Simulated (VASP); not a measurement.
# KScBr4 (F-43m) in VASP: further runs, part 2 of 2

VASP 6.6.1. The steps go on from the part before.

### 3 Single point, PBE

This run uses another cell than the first one, of 32.12 Å³/atom, 1.182 times its volume.

INCAR reads:

```
SYSTEM = KScBr4
PREC = Accurate
ENCUT = 520
EDIFF = 1E-6
ISMEAR = 0
SIGMA = 0.1
LREAL = .False.
LASPH = .True.
NELM = 60
ALGO = Normal
ISIF = 2
LWAVE = .False.
LCHARG = .False.
GGA = PE
NBANDS = 33
```

KPOINTS reads:

```
regular mesh
0
Gamma
  4 4 4
  0 0 0
```

POSCAR reads:

```
KScBr4
1.0
    0.0000000000      4.5843941410      4.5843941410
    4.5843941410      0.0000000000      4.5843941410
    4.5843941410      4.5843941410      0.0000000000
K Sc Br
1 1 4
Direct
    0.2500000000      0.2500000000      0.2500000000
    0.0000000000      0.0000000000      0.0000000000
    0.6252346164      0.1242961509      0.6252346164
    0.6252346164      0.6252346164      0.1242961509
    0.6252346164      0.6252346164      0.6252346164
    0.1242961509      0.6252346164      0.6252346164
```

Potentials or basis: VASP PAW PBE potentials, release 64 (K_sv, Sc_sv, Br).

Run with:

```console
$ cat potpaw_PBE.64/K_sv/POTCAR potpaw_PBE.64/Sc_sv/POTCAR potpaw_PBE.64/Br/POTCAR > POTCAR
$ mpirun -np 1 vasp_std > vasp.out
```

OUTCAR:

```text
SYSTEM = KScBr4
   PREC = Accurate
   ENCUT = 520
   EDIFF = 1E-6
   ISMEAR = 0
   LREAL = .False.
   LASPH = .True.
   NELM = 60
   ISIF = 2
   GGA = PE

 ion  position               nearest neighbor table
   1  0.250  0.250  0.250-
   2  0.000  0.000  0.000-
   3  0.625  0.124  0.625-
   4  0.625  0.625  0.124-
   5  0.625  0.625  0.625-
[... 474 lines left out ...]
  Direction    XX          YY          ZZ          XY          YZ          ZX
  --------------------------------------------------------------------------------------
  -------------------------------------------------------------------------------------
  Total        0.0008700      0.0008700      0.0008700      0.0000000      0.0000000     -0.0000000
  in kB        0.0072334      0.0072334      0.0072334      0.0000000      0.0000000     -0.0000000
  external PRESSURE =       0.0072334 kB  Pullay stress =       0.0000000 kB

 VOLUME and BASIS-vectors are now :
 -----------------------------------------------------------------------------
  energy-cutoff  :      520.00
  volume of cell :      192.70
      direct lattice vectors                 reciprocal lattice vectors
     0.000000000  4.584394141  4.584394141    -0.109065666  0.109065666  0.109065666
     4.584394141  0.000000000  4.584394141     0.109065666 -0.109065666  0.109065666
     4.584394141  4.584394141  0.000000000     0.109065666  0.109065666 -0.109065666

 POSITION                                       TOTAL-FORCE (eV/Angst)
 -----------------------------------------------------------------------------------
      2.29220      2.29220      2.29220         0.000000      0.000000      0.000000
      0.00000      0.00000      0.00000         0.000000      0.000000      0.000000
      3.43614      5.73264      3.43614        -0.003249      0.003249     -0.003249
      3.43614      3.43614      5.73264        -0.003249     -0.003249      0.003249
      5.73264      5.73264      5.73264         0.003249      0.003249      0.003249
      5.73264      3.43614      3.43614         0.003249     -0.003249     -0.003249
 -----------------------------------------------------------------------------------
    total drift:                               -0.000001     -0.000001     -0.000000

  FREE ENERGIE OF THE ION-ELECTRON SYSTEM (eV)
  ---------------------------------------------------
  free  energy   TOTEN  =       -14.6672825611 eV

  energy  without entropy=      -14.5834979045  energy(sigma->0) =      -14.62539023
```

OSZICAR:

```text
N       E                     dE             d eps       ncg     rms          rms(c)
DAV:   1     0.477384841501E+03    0.47738E+03   -0.19300E+04   528   0.129E+03
DAV:   2     0.430524160392E+02   -0.43433E+03   -0.41740E+03   576   0.361E+02
DAV:   3    -0.183152011445E+02   -0.61368E+02   -0.57184E+02   904   0.116E+02
[... 13 lines left out ...]
DAV:  17    -0.146673054875E+02    0.15281E-04   -0.36421E-05   756   0.424E-02    0.663E-02
DAV:  18    -0.146672892912E+02    0.16196E-04   -0.13981E-06   432   0.997E-03    0.366E-02
DAV:  19    -0.146672852719E+02    0.40193E-05   -0.70496E-07   273   0.659E-03    0.230E-02
DAV:  20    -0.146672826613E+02    0.26106E-05   -0.10025E-06   415   0.821E-03    0.467E-03
DAV:  21    -0.146672825611E+02    0.10025E-06   -0.31307E-07   272   0.332E-03
   1 F= -.14667283E+02 E0= -.14625390E+02  d E =-.837847E-01
```

stdout:

```text
POSCAR found type information on POSCAR K ScBr
 POSCAR found :  3 types and       6 ions
 scaLAPACK will be used
 LDA part: xc-table for (Slater+PW92), standard interpolation
 POSCAR, INCAR and KPOINTS ok, starting setup
 FFT: planning ... GRIDC
 FFT: planning ... GRID_SOFT
 FFT: planning ... GRID
 WAVECAR not read
 entering main loop
```

It took 45 s on 1 thread of Intel Xeon 6975P-C (Granite Rapids), shared host; peak memory 0.34 GiB.

What came out:

| Quantity | Value |
| --- | --- |
| Free energy | -14.6673 eV |
| Pressure | 0.0 GPa |
| Largest force | 0.006 eV/Å |
| Band gap on the k mesh | zero (band 24 reaches 1.95 eV, above the bottom of band 25 at 1.84 eV) |

Forces in eV/Å, atoms in the order of the input:
```
K    0.000  0.000  0.000
Sc   0.000  0.000  0.000
Br  -0.003  0.003 -0.003
Br  -0.003 -0.003  0.003
Br   0.003  0.003  0.003
Br   0.003 -0.003 -0.003
```

### 4 Single point, PBE

This run uses another cell than the first one, of 32.12 Å³/atom, 1.182 times its volume.

INCAR reads:

```
PREC     = Accurate       # precision mode
ENCUT    = 520            # plane-wave cutoff, eV
EDIFF    = 1E-6           # SCF threshold, eV
ISMEAR   = 0              # smearing method
SIGMA    = 0.1            # smearing width, eV
LREAL    = F              # projectors in reciprocal space
LASPH    = T              # aspherical terms in the spheres
NELM     = 80             # most SCF steps
ALGO     = Normal         # electronic algorithm
ISIF     = 2              # what is computed and relaxed
LWAVE    = F              # write WAVECAR
LCHARG   = T              # write CHGCAR
GGA      = PE             # functional
LELF     = T              # ELF
LVHAR    = T            
NBANDS   = 33             # bands
```

KPOINTS reads:

```
regular mesh
0
Gamma
  8 8 8
```

POSCAR reads:

```
KScBr4
1.0
    0.0000000000      4.5843941410      4.5843941410
    4.5843941410      0.0000000000      4.5843941410
    4.5843941410      4.5843941410      0.0000000000
K Sc Br
1 1 4
Direct
    0.7500000000      0.7500000000      0.7500000000
    0.0000000000      0.0000000000      0.0000000000
    0.8757038491      0.3747653836      0.3747653836
    0.3747653836      0.3747653836      0.3747653836
    0.3747653836      0.8757038491      0.3747653836
    0.3747653836      0.3747653836      0.8757038491
```

Run with:

```console
$ cat potpaw_PBE.64/K_sv/POTCAR potpaw_PBE.64/Sc_sv/POTCAR potpaw_PBE.64/Br/POTCAR > POTCAR
$ mpirun -np 1 vasp_std > vasp.out
```

It took 2.1 min on 1 thread of Intel Xeon 6975P-C (Granite Rapids), shared host; peak memory 0.42 GiB.

The run converged. Its results:

| Quantity | Value |
| --- | --- |
| Free energy | -14.6589 eV |
| Pressure | 0.0 GPa |
| Largest force | 0.003 eV/Å |
| Band gap on the k mesh | zero (band 24 reaches 1.93 eV, above the bottom of band 25 at 1.82 eV) |

Forces in eV/Å, atoms in the order of the input:
```
K    0.000  0.000  0.000
Sc   0.000  0.000  0.000
Br   0.002 -0.002 -0.002
Br   0.002  0.002  0.002
Br  -0.002  0.002 -0.002
Br  -0.002 -0.002  0.002
```

Levels at points of the mesh, in eV from the Fermi level:
```
           k point  band 22  band 23  band 24  band 25  band 26  band 27
(0.00, 0.00, 0.00)    -0.55     0.09     0.09     0.09     0.25     0.25
(0.50, 0.00, 0.00)    -0.75    -0.06    -0.06    -0.02     0.28     0.28
(0.50, 0.50, 0.00)    -2.14    -0.13    -0.13     0.09     0.16     0.16
```

### 5 Relaxation of cell and atoms, PBE

INCAR reads:

```
SYSTEM = KScBr4
  PREC = Accurate
  ENCUT = 600
  EDIFF = 1E-6
  ISMEAR = 0
  SIGMA = 0.1
  LREAL = .False.
  LASPH = .True.
  NELM = 80
  ALGO = Normal
  ISIF = 3
  LWAVE = .False.
  LCHARG = .False.
  GGA = PE
  IBRION = 2
  NSW = 90
  EDIFFG = -0.04
```

KPOINTS reads:

```
Automatic mesh
0
Gamma
  4 4 4
  0 0 0
```

POSCAR reads:

```
KScBr4
1.0
    0.0000000000      4.3355118323      4.3355118323
    4.3355118323      0.0000000000      4.3355118323
    4.3355118323      4.3355118323      0.0000000000
K Sc Br
1 1 4
Direct
    0.2500000000      0.2500000000      0.2500000000
    0.0000000000      0.0000000000      0.0000000000
    0.6257700000      0.1226900000      0.6257700000
    0.6257700000      0.6257700000      0.1226900000
    0.6257700000      0.6257700000      0.6257700000
    0.1226900000      0.6257700000      0.6257700000
```

Run with:

```console
$ cat potpaw_PBE.64/K_sv/POTCAR potpaw_PBE.64/Sc_sv/POTCAR potpaw_PBE.64/Br/POTCAR > POTCAR
$ mpirun -np 1 vasp_std > vasp.out
```

Run time: 3.7 min. Hardware: 1 thread of Intel Xeon 6975P-C (Granite Rapids), shared host; peak memory 0.39 GiB.

The run converged. Its results:

- Free energy: -14.6651 eV
- Relaxed volume: 32.32 Å³/atom
- Relaxed cell: a = 6.497 Å, b = 6.497 Å, c = 6.497 Å, α = 60.00°, β = 60.00°, γ = 60.00°
- Space group after relaxing (to 0.05 Å): F-43m (No. 216)
- Energy gained by relaxing: 72.1 meV/atom
- Ionic steps: 3
- Pressure after relaxing: -0.1 GPa
- Largest force after relaxing: 0.012 eV/Å
- Band gap on the k mesh: zero (band 24 reaches 1.89 eV, above the bottom of band 25 at 1.79 eV)

Forces in eV/Å, atoms in the order of the input:
```
K    0.000  0.000  0.000
Sc   0.000  0.000  0.000
Br  -0.007  0.007 -0.007
Br  -0.007 -0.007  0.007
Br   0.007  0.007  0.007
Br   0.007 -0.007 -0.007
```

Step by step:
| step | energy change (eV) | largest force (eV/Å) | pressure (GPa) | volume (Å³) |
| --- | --- | --- | --- | --- |
| 1 | 0.0000 | 0.1350 | 5.42 | 162.99 |
| 2 | -0.4137 | 0.0146 | 0.90 | 185.63 |
| 3 | -0.4325 | 0.0124 | -0.13 | 193.93 |

Final structure:
```
CELL_PARAMETERS angstrom
0.00000 4.59411 4.59411
4.59411 0.00000 4.59411
4.59411 4.59411 0.00000
ATOMIC_POSITIONS crystal
K 0.25000 0.25000 0.25000
Sc 0.00000 0.00000 0.00000
Br 0.62519 0.12442 0.62519
Br 0.62519 0.62519 0.12442
Br 0.62519 0.62519 0.62519
Br 0.12442 0.62519 0.62519
```

Levels at points of the mesh, in eV from the Fermi level:
| k point | band 20 | band 21 | band 22 | band 23 | band 24 | band 25 | band 26 | band 27 | band 28 |
| --- | --- | --- | --- | --- | --- | --- | --- | --- | --- |
| (0.00, 0.00, 0.00) | -0.78 | -0.78 | -0.56 | 0.08 | 0.08 | 0.08 | 0.23 | 0.23 | 0.23 |
| (0.50, 0.00, 0.00) | -2.26 | -2.10 | -0.77 | -0.08 | -0.08 | -0.02 | 0.28 | 0.28 | 0.38 |
| (0.50, 0.50, 0.00) | -2.23 | -2.15 | -2.15 | -0.15 | -0.15 | 0.09 | 0.15 | 0.15 | 0.16 |

Caveat: the volume moved by over 15 % at a fixed basis, so the end points are rough.

### 6 Overview

| task | cell | k mesh | cutoff (eV) | gap on the mesh (eV) | pressure (GPa) | largest force (eV/Å) |
| --- | --- | --- | --- | --- | --- | --- |
| single point | a = 6.131 Å, angles 60.0°, 6 atoms | 4 × 4 × 4 | 520 | none | 5.4 | 0.14 |
| single point | a = 6.483 Å, angles 60.0°, 6 atoms | 4 × 4 × 4 | 520 | none | 0.0 | 0.01 |
| single point | a = 6.483 Å, angles 60.0°, 6 atoms | 8 × 8 × 8 | 520 | none | 0.0 | - |
| relaxation of cell and atoms | relaxed from a = 6.131 Å, angles 60.0°, 6 atoms | 4 × 4 × 4 | 600 | none | -0.1 | 0.01 |

Alike in all rows: level PBE; potentials or basis VASP PAW PBE potentials, release 64 (K_sv, Sc_sv, Br); no spin polarisation; smearing gaussian 0.1 eV.

Caveats: the volume moved by over 15 % at a fixed basis, so the end points are rough (some runs).

Total energies depend on the potentials used, so only differences within one code and one set of settings carry meaning.
